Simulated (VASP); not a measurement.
# ZnSe (Pm-3m) in VASP: a series of runs

ZnSe is run at these levels: PBEsol; tasks: single point.

Everything below comes from runs of VASP 6.6.1. Logs are shortened: lines on timing, memory, paths and dates and some standing lists are left out, and cuts for length are marked.

## (1) The cell of the first run

It takes space group Pm-3m (No. 221, cubic). The conventional cell has a = 3.325 Å, b = 3.325 Å, c = 3.325 Å, α = 90.00°, β = 90.00°, γ = 90.00°. Zn (site symmetry m-3m) has 8 Se at 2.88 Å and 6 Zn at 3.33 Å within 3.8 Å. Within 3.8 Å of Se (site symmetry m-3m) lie 8 Zn at 2.88 Å and 6 Se at 3.33 Å.

## (2) Single point, PBEsol

The input, INCAR:

```
PREC = Accurate
ENCUT = 520
EDIFF = 1E-7
ISMEAR = 1
SIGMA = 0.05
LREAL = False
LASPH = True
NELM = 80
ALGO = Normal
ISIF = 2
LWAVE = False
LCHARG = False
GGA = PS
NBANDS = 16
```

The input, KPOINTS:

```
regular mesh
0
Gamma
  6 6 6
```

The input, POSCAR:

```
ZnSe
1.0
    3.3251530431      0.0000000000      0.0000000000
    0.0000000000      3.3251530431      0.0000000000
    0.0000000000      0.0000000000      3.3251530431
Zn Se
1 1
Direct
    0.0000000000      0.0000000000      0.0000000000
    0.5000000000      0.5000000000      0.5000000000
```

Potentials or basis: VASP PAW PBE potentials, release 64 (Zn, Se).

On the command line:

```bash
$ cat potpaw_PBE.64/Zn/POTCAR potpaw_PBE.64/Se/POTCAR > POTCAR
$ mpirun -np 1 vasp_std > vasp.out
```

OUTCAR:

```text
PREC = Accurate
   ENCUT = 520
   EDIFF = 1E-7
   ISMEAR = 1
   LREAL = False
   LASPH = True
   NELM = 80
   ISIF = 2
   GGA = PS

 ion  position               nearest neighbor table
   1  0.000  0.000  0.000-   2 2.88   2 2.88   2 2.88   2 2.88   2 2.88   2 2.88   2 2.88   2 2.88

   2  0.500  0.500  0.500-   1 2.88   1 2.88   1 2.88   1 2.88   1 2.88   1 2.88   1 2.88   1 2.88

  LATTYP: Found a simple cubic cell.
 ALAT       =     3.3251530431

  Lattice vectors:

 A1 = (   3.3251530431,   0.0000000000,   0.0000000000)
 A2 = (   0.0000000000,   3.3251530431,   0.0000000000)
 A3 = (   0.0000000000,   0.0000000000,   3.3251530431)

Analysis of symmetry for initial positions (statically):
=====================================================================
 Subroutine PRICEL returns:
 Original cell was already a primitive cell.

 Routine SETGRP: Setting up the symmetry group for a
 simple cubic supercell.

 Subroutine GETGRP returns: Found 48 space group operations
 (whereof 48 operations were pure point group operations)
 out of a pool of 48 trial point group operations.

The static configuration has the point symmetry O_h .

Analysis of symmetry for dynamics (positions and initial velocities):
=====================================================================
 Subroutine PRICEL returns:
 Original cell was already a primitive cell.

 Routine SETGRP: Setting up the symmetry group for a
 simple cubic supercell.

 Subroutine GETGRP returns: Found 48 space group operations
 (whereof 48 operations were pure point group operations)
 out of a pool of 48 trial point group operations.

The dynamic configuration has the point symmetry O_h .

 Subroutine INISYM returns: Found 48 space group operations
 (whereof 48 operations are pure point group operations),
 and found     1 'primitive' translations

----------------------------------------------------------------------------------------

                                     Primitive cell

  volume of cell :      36.7650

  direct lattice vectors                    reciprocal lattice vectors
     3.325153043  0.000000000  0.000000000     0.300738037  0.000000000  0.000000000
     0.000000000  3.325153043  0.000000000     0.000000000  0.300738037  0.000000000
     0.000000000  0.000000000  3.325153043     0.000000000  0.000000000  0.300738037

  length of vectors
     3.325153043  3.325153043  3.325153043     0.300738037  0.300738037  0.300738037

  position of ions in fractional coordinates (direct lattice)
     0.000000000  0.000000000  0.000000000
     0.500000000  0.500000000  0.500000000

  ion indices of the primitive-cell ions
   primitive index   ion index
                 1           1
                 2           2

----------------------------------------------------------------------------------------

 KPOINTS: regular mesh

Automatic generation of k-mesh.
 Grid dimensions read from file:
 generate k-points for:    6    6    6

 Generating k-lattice:

  Cartesian coordinates                     Fractional coordinates (reciprocal lattice)
     0.050123006  0.000000000  0.000000000     0.166666667  0.000000000  0.000000000
     0.000000000  0.050123006  0.000000000     0.000000000  0.166666667  0.000000000
     0.000000000  0.000000000  0.050123006     0.000000000  0.000000000  0.166666667

  Length of vectors
     0.050123006  0.050123006  0.050123006

  Shift w.r.t. Gamma in fractional coordinates (k-lattice)
     0.000000000  0.000000000  0.000000000

 Subroutine IBZKPT returns following result:
 ===========================================

 Found     20 irreducible k-points:

 Following reciprocal coordinates:
            Coordinates               Weight
  0.000000  0.000000  0.000000      1.000000
  0.166667  0.000000  0.000000      6.000000
  0.333333  0.000000  0.000000      6.000000
  0.500000  0.000000  0.000000      3.000000
  0.166667  0.166667  0.000000     12.000000
  0.333333  0.166667  0.000000     24.000000
[... 12 lines left out ...]
  0.500000  0.500000  0.333333      6.000000
  0.500000  0.500000  0.500000      1.000000
   k-points           NKPTS =     20   k-points in BZ     NKDIM =     20   number of bands    NBANDS=     16
   number of dos      NEDOS =    301   number of ions     NIONS =      2
   total plane-waves  NPLWV =  21952
   dimension x,y,z NGX =    28 NGY =   28 NGZ =   28
   dimension x,y,z NGXF=    56 NGYF=   56 NGZF=   56
   ions per type =               1   1
   NGX,Y,Z   is equivalent  to a cutoff of  14.00, 14.00, 14.00 a.u.
   NGXF,Y,Z  is equivalent  to a cutoff of  28.00, 28.00, 28.00 a.u.
 SYSTEM =  unknown system
   PREC   = accura    normal or accurate (medium, high low for compatibility)
   ISTART =      0    job   : 0-new  1-cont  2-samecut
   ICHARG =      2    charge: 1-file 2-atom 10-const
   ISPIN  =      1    spin polarized calculation?
   LNONCOLLINEAR =      F non collinear calculations
   LSORBIT =      F    spin-orbit coupling
   LASPH  =      T    aspherical Exc in radial PAW
   ENCUT  =  520.0 eV  38.22 Ry    6.18 a.u.   6.18  6.18  6.18*2*pi/ulx,y,z
   NELM   =     80;   NELMIN=  2; NELMDL= -5     # of ELM steps
   EDIFF  = 0.1E-06   stopping-criterion for ELM
   LREAL  =      F    real-space projection
   EDIFFG = 0.1E-05   stopping-criterion for IOM
   NSW    =      0    number of steps for IOM
   IBRION =     -1    ionic relax: 0-MD 1-quasi-New 2-CG
   NFREE  =      0    steps in history (QN), initial steepest desc. (CG)
   ISIF   =      2    stress and relaxation
   ISYM   =      2    0-nonsym 1-usesym 2-fastsym
   POTIM  = 0.5000    time-step for ionic-motion
   TEBEG  =    0.0;   TEEND  =   0.0 temperature during run
   PSTRESS=    0.0 pullay stress
   NELECT =      18.0000    total number of electrons
   NUPDOWN=      -1.0000    fix difference up-down
   EMIN   =  10.00;   EMAX   =-10.00  energy-range for DOS
   EFERMI =   0.00;   METHOD = LEGACY
   ISMEAR =     1;   SIGMA  =   0.05  broadening in eV -4-tet -1-fermi 0-gaus
   EFERMI_NEDOS =   21; number of points for ismear=-14 and -15
   IALGO  =     38    algorithm
   IMIX   =      4    mixing-type and parameters
     AMIX     =   0.40;   BMIX     =  1.00
     AMIX_MAG =   1.60;   BMIX_MAG =  1.00
  volume/ion in A,a.u.               =      18.38       124.05
  Fermi-wavevector in a.u.,A,eV,Ry     =   1.290290  2.438295 22.651639  1.664849
  Thomas-Fermi vector in A             =   2.422131
   LORBIT       =      0    0 simple, 1 ext, 2 COOP (PROOUT), +10 PAW based schemes
   GGA     = PS    functional components
   LHFCALC =     F    Hartree Fock is set to
   AEXX    =    0.0000 exact exchange contribution
   IVDW    =     0    specifies the selected vdW correction
   LEPSILON=     F    determine dielectric tensor
   LRPA    =     F    only Hartree local field effects (RPA)
 non-spin polarized calculation
 Methfessel and Paxton  Order N= 1 SIGMA  =   0.05
  energy-cutoff  :      520.00
  volume of cell :       36.77
 maximum number of plane-waves:      1021
 NGX is ok and might be reduce to    28
   NGX = 13   NGY = 13   NGZ = 13

 number of electron      17.9999997 magnetization

 Free energy of the ion-electron system (eV)
  ---------------------------------------------------
  ext. energy  EPLUGINS =         0.00000000
  ---------------------------------------------------
  free energy    TOTEN  =        -5.22823893 eV

  energy without entropy =       -5.22697549  energy(sigma->0) =       -5.22781778

 E-fermi :   3.9506     XC(G=0): -10.9431

 val. band max:        3.9378202534   @ k =   0.3333   0.1667   0.0000
 cond. band min:       4.0794505536   @ k =   0.5000   0.3333   0.3333
 fundamental gap:      0.1416303002
 Fermi energy:         3.9506048530

 k-point     1 :       0.0000    0.0000    0.0000
  band No.  band energies     occupation
      1     -10.6916      2.00000
      2      -3.0934      2.00000
      3      -3.0934      2.00000
      4      -2.7873      2.00000
      5      -2.7873      2.00000
      6      -2.7873      2.00000
[... 8 lines left out ...]
     15      15.1361      0.00000
     16      19.5380      0.00000

 k-point     2 :       0.1667    0.0000    0.0000
  band No.  band energies     occupation
      1     -10.4451      2.00000
      2      -3.0812      2.00000
      3      -3.0808      2.00000
      4      -2.8366      2.00000
      5      -2.8366      2.00000
      6      -2.7839      2.00000
[... 8 lines left out ...]
     15      14.1341      0.00000
     16      18.7984      0.00000

 k-point     3 :       0.3333    0.0000    0.0000
  band No.  band energies     occupation
      1      -9.8411      2.00000
      2      -3.3304      2.00000
      3      -3.0567      2.00000
      4      -2.9291      2.00000
      5      -2.9291      2.00000
      6      -2.7772      2.00000
[... 8 lines left out ...]
     15      15.8842      0.00000
     16      16.9174      0.00000

 k-point     4 :       0.5000    0.0000    0.0000
  band No.  band energies     occupation
      1      -9.4461      2.00000
      2      -3.8887      2.00000
      3      -3.0445      2.00000
      4      -2.9727      2.00000
      5      -2.9727      2.00000
      6      -2.7739      2.00000
[... 8 lines left out ...]
     15      14.5124      0.00000
     16      20.5609      0.00000
[... 248 lines left out ...]
 k-point    18 :       0.5000    0.3333    0.3333
  band No.  band energies     occupation
      1      -8.1689      2.00000
      2      -3.2746      2.00000
      3      -3.2505      2.00000
      4      -2.9207      2.00000
      5      -2.7779      2.00000
      6      -2.7187      2.00000
[... 8 lines left out ...]
     15      18.7162      0.00000
     16      20.4288      0.00000

 k-point    19 :       0.5000    0.5000    0.3333
  band No.  band energies     occupation
      1      -7.8860      2.00000
      2      -3.3098      2.00000
      3      -3.3098      2.00000
      4      -3.1307      2.00000
      5      -2.7460      2.00000
      6      -2.6658      2.00000
[... 8 lines left out ...]
     15      21.5895      0.00000
     16      21.5895      0.00000

 k-point    20 :       0.5000    0.5000    0.5000
  band No.  band energies     occupation
      1      -7.5811      2.00000
      2      -3.3990      2.00000
      3      -3.3990      2.00000
      4      -3.3990      2.00000
      5      -2.6643      2.00000
      6      -2.6643      2.00000
[... 8 lines left out ...]
     15      23.1688      0.00000
     16      23.1688      0.00000

------------------------ aborting loop because EDIFF is reached ----------------------------------------

  FORCE on cell =-STRESS in cart. coord.  units (eV):
  Direction    XX          YY          ZZ          XY          YZ          ZX
  --------------------------------------------------------------------------------------
  -------------------------------------------------------------------------------------
  Total       -0.6636644     -0.6636644     -0.6636644      0.0000000     -0.0000000      0.0000000
  in kB      -28.9217264    -28.9217264    -28.9217264      0.0000000     -0.0000000      0.0000000
  external PRESSURE =     -28.9217264 kB  Pullay stress =       0.0000000 kB

 VOLUME and BASIS-vectors are now :
 -----------------------------------------------------------------------------
  energy-cutoff  :      520.00
  volume of cell :       36.77
      direct lattice vectors                 reciprocal lattice vectors
     3.325153043  0.000000000  0.000000000     0.300738037  0.000000000  0.000000000
     0.000000000  3.325153043  0.000000000     0.000000000  0.300738037  0.000000000
     0.000000000  0.000000000  3.325153043     0.000000000  0.000000000  0.300738037

 POSITION                                       TOTAL-FORCE (eV/Angst)
 -----------------------------------------------------------------------------------
      0.00000      0.00000      0.00000         0.000000      0.000000      0.000000
      1.66258      1.66258      1.66258         0.000000      0.000000      0.000000
 -----------------------------------------------------------------------------------
    total drift:                               -0.000000      0.000000     -0.000000

  FREE ENERGIE OF THE ION-ELECTRON SYSTEM (eV)
  ---------------------------------------------------
  free  energy   TOTEN  =        -5.2282389334 eV

  energy  without entropy=       -5.2269754867  energy(sigma->0) =       -5.22781778
```

It took 5.7 s on 1 thread of Intel Xeon 6975P-C (Granite Rapids), shared host; peak memory 0.15 GiB.

What came out:

| Property | Result |
| --- | --- |
| Free energy | -5.2282 eV |
| Pressure | -2.9 GPa |
| Band gap on the k mesh | zero (band 9 reaches 4.31 eV, above the bottom of band 10 at 2.76 eV) |

Caveat: the PAW data sets were made with another functional, which shifts forces and pressure a little.

(Continued in part 2 of 2.)
